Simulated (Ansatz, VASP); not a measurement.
**Two plane-wave programs on HfN**

The input INCAR:

```
SYSTEM = HfN
PREC = Accurate
ENCUT = 520
EDIFF = 1E-6
ISMEAR = -1
SIGMA = 0.05
LREAL = .False.
LASPH = .True.
NELM = 60
ALGO = Normal
ISIF = 2
LWAVE = .False.
LCHARG = .False.
GGA = CA
NBANDS = 23
```

Contents of KPOINTS:

```
Automatic mesh
0
Gamma
  8 8 4
  0 0 0
```

Contents of POSCAR:

```
HfN
1.0
    3.0480039032      0.0000000000      0.0000000000
   -1.5240019516      2.6396488683      0.0000000000
    0.0000000000      0.0000000000      5.2682880310
Hf N
2 2
Direct
    0.6666666667      0.3333333333      0.7500000000
    0.3333333333      0.6666666667      0.2500000000
    0.0000000000      0.0000000000      0.0000000000
    0.0000000000      0.0000000000      0.5000000000
```

Input for Ansatz:

```yaml
crystal:
  lattice:
    - [3.0480039031978827, 0.0, 0.0]
    - [-1.5240019515989414, 2.639648868266329, 0.0]
    - [0.0, 0.0, 5.2682880310198605]
  atoms:
    - { symbol: Hf, position: [0.6666666666666666, 0.3333333333333333, 0.75] }
    - { symbol: Hf, position: [0.3333333333333333, 0.6666666666666666, 0.25] }
    - { symbol: "N", position: [0.0, 0.0, 0.0] }
    - { symbol: "N", position: [0.0, 0.0, 0.5] }
basis:
  ecutwfc: 550.0
kpoints:
  mp_grid:
    grid: [8, 8, 4]
hamiltonian:
  xc: lda
scf:
  occupations:
    method: fermi_dirac
    width: 0.05
output:
  stress: true
```

Alike in both runs: task single point; functional LDA; k mesh 8 × 8 × 4; occupations fermi-dirac, width 0.05 eV; no spin polarisation.

```csv
,VASP,Ansatz
version,VASP 6.6.1,Ansatz 0.2.0
potentials or method,"VASP PAW LDA potentials, release 64 (Hf_pv, N), cutoff 520 eV","plane waves, PAW"
valence electrons in the cell,30,62
```

|  | VASP | Ansatz | Ansatz less VASP |
| --- | --- | --- | --- |
| pressure (GPa) | 16.1 | 17.0 | +0.93 |
| traceless stress, the component that is largest in VASP (GPa) | 0.45 | 0.39 | -0.058 |

LDA's correlation is that of Perdew and Zunger in VASP and of Perdew and Wang (1992) in Ansatz. VASP's potentials hold 30 valence electrons a cell and Ansatz's 62, so a difference there can come from the potentials and not from the codes.

Spin-orbit coupling is off throughout.
